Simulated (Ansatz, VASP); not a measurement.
# One calculation of RuS, two programs

File INCAR:

```
SYSTEM = RuS
PREC = Accurate ; ENCUT = 520
EDIFF = 1E-6 ; ISMEAR = 0
SIGMA = 0.05 ; LREAL = .False.
LASPH = .True. ; NELM = 80
ALGO = Normal ; ISIF = 2
LWAVE = .False. ; LCHARG = .False.
GGA = PS ; NBANDS = 17
```

KPOINTS

```
regular mesh
0
Gamma
  10 10 10
  0 0 0
```

POSCAR

```
RuS
1.0
    0.0000000000      2.4020783177      2.4020783177
    2.4020783177      0.0000000000      2.4020783177
    2.4020783177      2.4020783177      0.0000000000
Ru S
1 1
Direct
    0.5000000000      0.5000000000      0.5000000000
    0.0000000000      0.0000000000      0.0000000000
```

Input for Ansatz:

```yaml
crystal:
  lattice:
    - [0.0, 2.4020783177, 2.4020783177]
    - [2.4020783177, 0.0, 2.4020783177]
    - [2.4020783177, 2.4020783177, 0.0]
  atoms:
    - { symbol: Ru, position: [0.5, 0.5, 0.5] }
    - { symbol: S, position: [0.0, 0.0, 0.0] }
basis:
  ecutwfc: 420
  ecutrho_ratio: 4
kpoints:
  mp_grid: { grid: [10, 10, 10] }
hamiltonian:
  xc: pbesol
scf:
  occupations: { method: gaussian, width: 0.05 }
output:
  forces: true
  stress: true
  eigenvalues: true
```

Alike in both runs: task single point; functional PBEsol; k mesh 10 × 10 × 10; occupations gaussian, width 0.05 eV; no spin polarisation.

|  | VASP | Ansatz |
| --- | --- | --- |
| version | VASP 6.6.1 | Ansatz 0.2.0 |
| potentials or method | VASP PAW PBE potentials, release 64 (Ru_pv, S), cutoff 520 eV | scalar-relativistic, plane waves, PAW |
| valence electrons in the cell | 20 | 22 |

|  | VASP | Ansatz | Ansatz less VASP |
| --- | --- | --- | --- |
| gap on the k mesh at the Fermi level (eV) | none | none | - |
| pressure (GPa) | 4.2 | 4.2 | -0.02 |

VASP's potentials were made for PBE, not for PBEsol. A gap of «none» marks a metal or a gap that the smearing closes. With one functional, cell and mesh, what is left measures potentials, basis and numerics. VASP's potentials hold 20 valence electrons a cell and Ansatz's 22, so a difference there can come from the potentials and not from the codes.
